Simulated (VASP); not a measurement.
# Li2O (Fm-3m) in VASP: notebook, part 2 of 3

VASP 6.6.1. Earlier steps stand in the parts before.

## 4. Electric field gradients, PBEsol (8.05 Å³/atom)

This run uses another cell than the first one, of 8.05 Å³/atom.

INCAR reads:

```
SYSTEM = Li2O
PREC = Accurate
ENCUT = 650
EDIFF = 1E-8
ISMEAR = -1
SIGMA = 0.03
LREAL = .False.
LASPH = .True.
NELM = 120
ALGO = Normal
ISIF = 2
LWAVE = .False.
LCHARG = .False.
GGA = PS
LEFG = .True.
NBANDS = 13
GGA_COMPAT = .False.
```

KPOINTS reads:

```
Automatic mesh
0
Gamma
  9 9 9
  0 0 0
```

POSCAR reads:

```
Li2O
1.0
    0.0000000000      2.2939995330      2.2939995330
    2.2939995330      0.0000000000      2.2939995330
    2.2939995330      2.2939995330      0.0000000000
Li O
2 1
Direct
    0.2500000000      0.2500000000      0.2500000000
    0.7500000000      0.7500000000      0.7500000000
    0.0000000000      0.0000000000      0.0000000000
```

Potentials or basis: VASP PAW PBE potentials, release 64 (Li_sv, O).

Launch:

```sh
cat potpaw_PBE.64/Li_sv/POTCAR potpaw_PBE.64/O/POTCAR > POTCAR
mpirun -np 1 vasp_std > vasp.out
```

OUTCAR:

```text
SYSTEM = Li2O
   PREC = Accurate
   ENCUT = 650
   EDIFF = 1E-8
   ISMEAR = -1
   LREAL = .False.
   LASPH = .True.
   NELM = 120
   ISIF = 2
   GGA = PS

 ion  position               nearest neighbor table
   1  0.250  0.250  0.250-   3 1.99   3 1.99   3 1.99   3 1.99   2 2.29   2 2.29   2 2.29   2 2.29
                             2 2.29   2 2.29
   2  0.750  0.750  0.750-   3 1.99   3 1.99   3 1.99   3 1.99   1 2.29   1 2.29   1 2.29   1 2.29
                             1 2.29   1 2.29
   3  0.000  0.000  0.000-   2 1.99   2 1.99   2 1.99   1 1.99   2 1.99   1 1.99   1 1.99   1 1.99

  LATTYP: Found a face centered cubic cell.
[... 608 lines left out ...]

 Electric field gradients (V/A^2)
---------------------------------------------------------------------
 ion       V_xx      V_yy      V_zz      V_xy      V_xz      V_yz
---------------------------------------------------------------------
   1       0.000    -0.000     0.000     0.001     0.001     0.001
   2       0.000    -0.000     0.000     0.001     0.001     0.001
   3      -0.000    -0.000    -0.000     0.002     0.002     0.002
---------------------------------------------------------------------

 Electric field gradients after diagonalization (V/A^2)
 (convention: |V_zz| > |V_xx| > |V_yy|)
----------------------------------------------------------------------
 ion       V_xx      V_yy      V_zz     asymmetry (V_yy - V_xx)/ V_zz
----------------------------------------------------------------------
   1      -0.001    -0.001     0.002       0.000
   2      -0.001    -0.001     0.002       0.000
   3      -0.002    -0.002     0.003       0.000
----------------------------------------------------------------------

           NMR quadrupolar parameters

 Cq : quadrupolar parameter    Cq=e*Q*V_zz/h
 eta: asymmetry parameters     (V_yy - V_xx)/ V_zz
 Q  : nuclear electric quadrupole moment in mb (millibarn)
----------------------------------------------------------------------
 ion       Cq(MHz)       eta       Q (mb)
----------------------------------------------------------------------
   1       0.000       0.000       1.000
   2       0.000       0.000       1.000
   3       0.000       0.000       1.000
----------------------------------------------------------------------
```

Wall time 9.8 s (1 thread of Intel Xeon 6975P-C (Granite Rapids), shared host); peak memory 0.15 GiB.

Results:

```yaml
Free_energy: -14.7537 eV
Pressure: -0.6 GPa
Band_gap_on_the_k_mesh: 4.96 eV (least direct gap 5.31 eV)
Largest_electric_field_gradient_by_atom: zero within the noise of the run
```

Levels at points of the mesh, in eV from the valence-band top:
| k point | band 3 | band 4 | band 5 | band 6 | band 7 | band 8 | band 9 | band 10 |
| --- | --- | --- | --- | --- | --- | --- | --- | --- |
| (0.00, 0.00, 0.00) | -15.39 | 0.00 | 0.00 | 0.00 | 5.31 | 11.92 | 11.92 | 11.92 |

Caveat: the PAW data sets were made with another functional, which shifts forces and pressure a little; an odd mesh through Γ misses points on the zone boundary, where band edges can lie.

## 5. Electric field gradients, PBEsol (8.29 Å³/atom)

This run uses another cell than the first one, of 8.29 Å³/atom.

INCAR reads:

```
SYSTEM = Li2O
  ALGO = Normal
  EDIFF = 1E-8
  ENCUT = 650
  GGA = PS
  GGA_COMPAT = .FALSE.
  ISIF = 2
  ISMEAR = -1
  LASPH = .TRUE.
  LCHARG = .FALSE.
  LEFG = .TRUE.
  LREAL = .FALSE.
  LWAVE = .FALSE.
  NBANDS = 13
  NELM = 120
  PREC = Accurate
  SIGMA = 0.03
```

KPOINTS reads:

```
k-points
0
G
  9 9 9
  0 0 0
```

POSCAR reads:

```
Li2O
1.0
    0.0000000000      2.3171728138      2.3171728138
    2.3171728138      0.0000000000      2.3171728138
    2.3171728138      2.3171728138      0.0000000000
Li O
2 1
Direct
    0.2500000000      0.2500000000      0.2500000000
    0.7500000000      0.7500000000      0.7500000000
    0.0000000000      0.0000000000      0.0000000000
```

Potentials or basis: VASP PAW PBE potentials, release 64 (Li_sv, O).

Launch:

```sh
cat potpaw_PBE.64/Li_sv/POTCAR potpaw_PBE.64/O/POTCAR > POTCAR
mpirun -np 1 vasp_std > vasp.out
```

OUTCAR:

```text
SYSTEM = Li2O
   EDIFF = 1E-8
   ENCUT = 650
   GGA = PS
   ISIF = 2
   ISMEAR = -1
   LASPH = .TRUE.
   LREAL = .FALSE.
   NELM = 120
   PREC = Accurate

 ion  position               nearest neighbor table
   1  0.250  0.250  0.250-   3 2.01   3 2.01   3 2.01   3 2.01   2 2.32   2 2.32   2 2.32   2 2.32
                             2 2.32   2 2.32
   2  0.750  0.750  0.750-   3 2.01   3 2.01   3 2.01   3 2.01   1 2.32   1 2.32   1 2.32   1 2.32
                             1 2.32   1 2.32
   3  0.000  0.000  0.000-   2 2.01   2 2.01   2 2.01   1 2.01   2 2.01   1 2.01   1 2.01   1 2.01

  LATTYP: Found a face centered cubic cell.
 ALAT       =     4.6343456276

  Lattice vectors:

 A1 = (   0.0000000000,   2.3171728138,   2.3171728138)
 A2 = (   2.3171728138,   0.0000000000,   2.3171728138)
 A3 = (   2.3171728138,   2.3171728138,   0.0000000000)

Analysis of symmetry for initial positions (statically):
=====================================================================
 Subroutine PRICEL returns:
 Original cell was already a primitive cell.

 Routine SETGRP: Setting up the symmetry group for a
 face centered cubic supercell.

 Subroutine GETGRP returns: Found 48 space group operations
 (whereof 48 operations were pure point group operations)
 out of a pool of 48 trial point group operations.

The static configuration has the point symmetry O_h .

Analysis of symmetry for dynamics (positions and initial velocities):
=====================================================================
 Subroutine PRICEL returns:
[... 542 lines left out ...]
      8      14.4284      0.00000
      9      14.4284      0.00000
     10      15.5528      0.00000
     11      16.5757      0.00000
     12      20.9977      0.00000
     13      24.4063      0.00000

 [... further k-points ...]

------------------------ aborting loop because EDIFF is reached ----------------------------------------

  FORCE on cell =-STRESS in cart. coord.  units (eV):
  Direction    XX          YY          ZZ          XY          YZ          ZX
  --------------------------------------------------------------------------------------
  -------------------------------------------------------------------------------------
  Total       -0.4585530     -0.4585530     -0.4585530      0.0000000      0.0000000     -0.0000000
  in kB      -29.5253352    -29.5253352    -29.5253352      0.0000000      0.0000000     -0.0000000
  external PRESSURE =     -29.5253352 kB  Pullay stress =       0.0000000 kB

 VOLUME and BASIS-vectors are now :
 -----------------------------------------------------------------------------
  energy-cutoff  :      650.00
  volume of cell :       24.88
      direct lattice vectors                 reciprocal lattice vectors
     0.000000000  2.317172814  2.317172814    -0.215780194  0.215780194  0.215780194
     2.317172814  0.000000000  2.317172814     0.215780194 -0.215780194  0.215780194
     2.317172814  2.317172814  0.000000000     0.215780194  0.215780194 -0.215780194

 POSITION                                       TOTAL-FORCE (eV/Angst)
 -----------------------------------------------------------------------------------
      1.15859      1.15859      1.15859         0.000000      0.000000      0.000000
      3.47576      3.47576      3.47576        -0.000000     -0.000000     -0.000000
      0.00000      0.00000      0.00000         0.000000     -0.000000     -0.000000
 -----------------------------------------------------------------------------------
    total drift:                                0.000000      0.000000      0.000000

  FREE ENERGIE OF THE ION-ELECTRON SYSTEM (eV)
  ---------------------------------------------------
  free  energy   TOTEN  =       -14.7486652006 eV

  energy  without entropy=      -14.7486652006  energy(sigma->0) =      -14.74866520

 Electric field gradients (V/A^2)
---------------------------------------------------------------------
 ion       V_xx      V_yy      V_zz      V_xy      V_xz      V_yz
---------------------------------------------------------------------
   1      -0.000    -0.000    -0.000     0.000     0.000     0.000
   2      -0.000    -0.000    -0.000     0.000     0.000     0.000
   3       0.000     0.000     0.000     0.001     0.001     0.001
---------------------------------------------------------------------

 Electric field gradients after diagonalization (V/A^2)
 (convention: |V_zz| > |V_xx| > |V_yy|)
----------------------------------------------------------------------
 ion       V_xx      V_yy      V_zz     asymmetry (V_yy - V_xx)/ V_zz
----------------------------------------------------------------------
   1      -0.000    -0.000     0.001       0.000
   2      -0.000    -0.000     0.001       0.000
   3      -0.001    -0.001     0.002       0.000
----------------------------------------------------------------------

           NMR quadrupolar parameters

 Cq : quadrupolar parameter    Cq=e*Q*V_zz/h
 eta: asymmetry parameters     (V_yy - V_xx)/ V_zz
 Q  : nuclear electric quadrupole moment in mb (millibarn)
----------------------------------------------------------------------
 ion       Cq(MHz)       eta       Q (mb)
----------------------------------------------------------------------
   1       0.000       0.000       1.000
   2       0.000       0.000       1.000
   3       0.000       0.000       1.000
----------------------------------------------------------------------
```

OSZICAR:

```text
N       E                     dE             d eps       ncg     rms          rms(c)
DAV:   1     0.479346766868E+02    0.47935E+02   -0.64491E+03   910   0.115E+03
DAV:   2    -0.107605633085E+02   -0.58695E+02   -0.56031E+02  1129   0.238E+02
DAV:   3    -0.163091232169E+02   -0.55486E+01   -0.54942E+01  1695   0.516E+01
DAV:   4    -0.163604697830E+02   -0.51347E-01   -0.51344E-01  1032   0.671E+00
DAV:   5    -0.163608289645E+02   -0.35918E-03   -0.35918E-03  1310   0.447E-01    0.699E+00
DAV:   6    -0.148093539958E+02    0.15515E+01   -0.74488E+00   970   0.143E+01    0.283E+00
DAV:   7    -0.147629233831E+02    0.46431E-01   -0.19208E-01  1138   0.303E+00    0.147E+00
DAV:   8    -0.147502417012E+02    0.12682E-01   -0.69932E-02   935   0.252E+00    0.413E-01
DAV:   9    -0.147484404752E+02    0.18012E-02   -0.58165E-03  1217   0.640E-01    0.120E-01
DAV:  10    -0.147486858127E+02   -0.24534E-03   -0.53801E-04  1065   0.201E-01    0.470E-02
DAV:  11    -0.147486651136E+02    0.20699E-04   -0.50145E-05  1185   0.747E-02    0.114E-02
DAV:  12    -0.147486659695E+02   -0.85590E-06   -0.53463E-06  1149   0.255E-02    0.792E-03
DAV:  13    -0.147486652802E+02    0.68934E-06   -0.35016E-06  1148   0.166E-02    0.154E-03
DAV:  14    -0.147486652213E+02    0.58842E-07   -0.48489E-08  1186   0.232E-03    0.108E-03
DAV:  15    -0.147486651973E+02    0.24001E-07   -0.39845E-08  1282   0.140E-03    0.442E-05
DAV:  16    -0.147486652006E+02   -0.33078E-08   -0.20964E-09   802   0.430E-04
   1 F= -.14748665E+02 E0= -.14748665E+02  d E =-.100974E-10
```

It took 10 s on 1 thread of Intel Xeon 6975P-C (Granite Rapids), shared host; peak memory 0.14 GiB.

What came out:

* Free energy: -14.7487 eV
* Pressure: -3.0 GPa
* Band gap on the k mesh: 4.90 eV (least direct gap 5.09 eV)
* Largest electric field gradient by atom: zero within the noise of the run

Caveat: the PAW data sets were made with another functional, which shifts forces and pressure a little; an odd mesh through Γ misses points on the zone boundary, where band edges can lie.

## 6. Electric field gradients, PBEsol (8.29 Å³/atom)

This run uses another cell than the first one, of 8.29 Å³/atom.

INCAR reads:

```
PREC = Accurate ; ENCUT = 650
EDIFF = 1E-8 ; ISMEAR = -1
SIGMA = 0.03 ; LREAL = F
LASPH = T ; NELM = 120
ALGO = Normal ; ISIF = 2
LWAVE = F ; LCHARG = F
GGA = PS ; LEFG = T
NBANDS = 13 ; GGA_COMPAT = F
```

KPOINTS reads:

```
Automatic mesh
0
Gamma
  9 9 9
```

POSCAR is that of step 5.

Potentials or basis: VASP PAW PBE potentials, release 64 (Li_sv, O).

Launch:

```sh
cat potpaw_PBE.64/Li_sv/POTCAR potpaw_PBE.64/O/POTCAR > POTCAR
mpirun -np 1 vasp_std > vasp.out
```

OUTCAR:

```text
PREC = Accurate
   ENCUT = 650
   EDIFF = 1E-8
   ISMEAR = -1
   LREAL = F
   LASPH = T
   NELM = 120
   ISIF = 2
   GGA = PS

 ion  position               nearest neighbor table
   1  0.250  0.250  0.250-   3 2.01   3 2.01   3 2.01   3 2.01   2 2.32   2 2.32   2 2.32   2 2.32
                             2 2.32   2 2.32
   2  0.750  0.750  0.750-   3 2.01   3 2.01   3 2.01   3 2.01   1 2.32   1 2.32   1 2.32   1 2.32
                             1 2.32   1 2.32
   3  0.000  0.000  0.000-   2 2.01   2 2.01   2 2.01   1 2.01   2 2.01   1 2.01   1 2.01   1 2.01

  LATTYP: Found a face centered cubic cell.
 ALAT       =     4.6343456276

  Lattice vectors:

 A1 = (   0.0000000000,   2.3171728138,   2.3171728138)
 A2 = (   2.3171728138,   0.0000000000,   2.3171728138)
 A3 = (   2.3171728138,   2.3171728138,   0.0000000000)

Analysis of symmetry for initial positions (statically):
=====================================================================
 Subroutine PRICEL returns:
 Original cell was already a primitive cell.

 Routine SETGRP: Setting up the symmetry group for a
 face centered cubic supercell.

 Subroutine GETGRP returns: Found 48 space group operations
 (whereof 48 operations were pure point group operations)
 out of a pool of 48 trial point group operations.

The static configuration has the point symmetry O_h .

Analysis of symmetry for dynamics (positions and initial velocities):
=====================================================================
 Subroutine PRICEL returns:
 Original cell was already a primitive cell.

 Routine SETGRP: Setting up the symmetry group for a
 face centered cubic supercell.

[... 540 lines left out ...]
     11      16.5757      0.00000
     12      20.9977      0.00000
     13      24.4063      0.00000

 [... further k-points ...]

------------------------ aborting loop because EDIFF is reached ----------------------------------------

  FORCE on cell =-STRESS in cart. coord.  units (eV):
  Direction    XX          YY          ZZ          XY          YZ          ZX
  --------------------------------------------------------------------------------------
  -------------------------------------------------------------------------------------
  Total       -0.4585530     -0.4585530     -0.4585530      0.0000000      0.0000000     -0.0000000
  in kB      -29.5253352    -29.5253352    -29.5253352      0.0000000      0.0000000     -0.0000000
  external PRESSURE =     -29.5253352 kB  Pullay stress =       0.0000000 kB

 VOLUME and BASIS-vectors are now :
 -----------------------------------------------------------------------------
  energy-cutoff  :      650.00
  volume of cell :       24.88
      direct lattice vectors                 reciprocal lattice vectors
     0.000000000  2.317172814  2.317172814    -0.215780194  0.215780194  0.215780194
     2.317172814  0.000000000  2.317172814     0.215780194 -0.215780194  0.215780194
     2.317172814  2.317172814  0.000000000     0.215780194  0.215780194 -0.215780194

 POSITION                                       TOTAL-FORCE (eV/Angst)
 -----------------------------------------------------------------------------------
      1.15859      1.15859      1.15859         0.000000      0.000000      0.000000
      3.47576      3.47576      3.47576        -0.000000     -0.000000     -0.000000
      0.00000      0.00000      0.00000         0.000000     -0.000000     -0.000000
 -----------------------------------------------------------------------------------
    total drift:                                0.000000      0.000000      0.000000

  FREE ENERGIE OF THE ION-ELECTRON SYSTEM (eV)
  ---------------------------------------------------
  free  energy   TOTEN  =       -14.7486652006 eV

  energy  without entropy=      -14.7486652006  energy(sigma->0) =      -14.74866520

 Electric field gradients (V/A^2)
---------------------------------------------------------------------
 ion       V_xx      V_yy      V_zz      V_xy      V_xz      V_yz
---------------------------------------------------------------------
   1      -0.000    -0.000    -0.000     0.000     0.000     0.000
   2      -0.000    -0.000    -0.000     0.000     0.000     0.000
   3       0.000     0.000     0.000     0.001     0.001     0.001
---------------------------------------------------------------------

 Electric field gradients after diagonalization (V/A^2)
 (convention: |V_zz| > |V_xx| > |V_yy|)
----------------------------------------------------------------------
 ion       V_xx      V_yy      V_zz     asymmetry (V_yy - V_xx)/ V_zz
----------------------------------------------------------------------
   1      -0.000    -0.000     0.001       0.000
   2      -0.000    -0.000     0.001       0.000
   3      -0.001    -0.001     0.002       0.000
----------------------------------------------------------------------

           NMR quadrupolar parameters

 Cq : quadrupolar parameter    Cq=e*Q*V_zz/h
 eta: asymmetry parameters     (V_yy - V_xx)/ V_zz
 Q  : nuclear electric quadrupole moment in mb (millibarn)
----------------------------------------------------------------------
 ion       Cq(MHz)       eta       Q (mb)
----------------------------------------------------------------------
   1       0.000       0.000       1.000
   2       0.000       0.000       1.000
   3       0.000       0.000       1.000
----------------------------------------------------------------------
```

OSZICAR:

```text
N       E                     dE             d eps       ncg     rms          rms(c)
DAV:   1     0.479346766868E+02    0.47935E+02   -0.64491E+03   910   0.115E+03
DAV:   2    -0.107605633085E+02   -0.58695E+02   -0.56031E+02  1129   0.238E+02
DAV:   3    -0.163091232169E+02   -0.55486E+01   -0.54942E+01  1695   0.516E+01
DAV:   4    -0.163604697830E+02   -0.51347E-01   -0.51344E-01  1032   0.671E+00
DAV:   5    -0.163608289645E+02   -0.35918E-03   -0.35918E-03  1310   0.447E-01    0.699E+00
DAV:   6    -0.148093539958E+02    0.15515E+01   -0.74488E+00   970   0.143E+01    0.283E+00
DAV:   7    -0.147629233831E+02    0.46431E-01   -0.19208E-01  1138   0.303E+00    0.147E+00
DAV:   8    -0.147502417012E+02    0.12682E-01   -0.69932E-02   935   0.252E+00    0.413E-01
DAV:   9    -0.147484404752E+02    0.18012E-02   -0.58165E-03  1217   0.640E-01    0.120E-01
DAV:  10    -0.147486858127E+02   -0.24534E-03   -0.53801E-04  1065   0.201E-01    0.470E-02
DAV:  11    -0.147486651136E+02    0.20699E-04   -0.50145E-05  1185   0.747E-02    0.114E-02
DAV:  12    -0.147486659695E+02   -0.85590E-06   -0.53463E-06  1149   0.255E-02    0.792E-03
DAV:  13    -0.147486652802E+02    0.68934E-06   -0.35016E-06  1148   0.166E-02    0.154E-03
DAV:  14    -0.147486652213E+02    0.58842E-07   -0.48489E-08  1186   0.232E-03    0.108E-03
DAV:  15    -0.147486651973E+02    0.24001E-07   -0.39845E-08  1282   0.140E-03    0.442E-05
DAV:  16    -0.147486652006E+02   -0.33078E-08   -0.20964E-09   802   0.430E-04
   1 F= -.14748665E+02 E0= -.14748665E+02  d E =-.100974E-10
```

stdout:

```text
POSCAR found type information on POSCAR LiO
 POSCAR found :  2 types and       3 ions
 scaLAPACK will be used
 -----------------------------------------------------------------------------
|                                                                             |
|                                                                             |
|     You enforced a specific xc type in the INCAR file but a different       |
|     I HOPE YOU KNOW WHAT YOU ARE DOING!                                     |
|                                                                             |
 -----------------------------------------------------------------------------

 LDA part: xc-table for (Slater+PW92), standard interpolation
 POSCAR, INCAR and KPOINTS ok, starting setup
 FFT: planning ... GRIDC
 FFT: planning ... GRID_SOFT
 FFT: planning ... GRID
 WAVECAR not read
 entering main loop
ion   1

ion   2

ion   3
```

Wall time 9.1 s (1 thread of Intel Xeon 6975P-C (Granite Rapids), shared host); peak memory 0.15 GiB.

Results:

| Item | Value |
| --- | --- |
| Free energy | -14.7487 eV |
| Pressure | -3.0 GPa |
| Band gap on the k mesh | 4.90 eV (least direct gap 5.09 eV) |
| Largest electric field gradient by atom | zero within the noise of the run |

Caveat: the PAW data sets were made with another functional, which shifts forces and pressure a little; an odd mesh through Γ misses points on the zone boundary, where band edges can lie.

(Continued in part 3 of 3.)
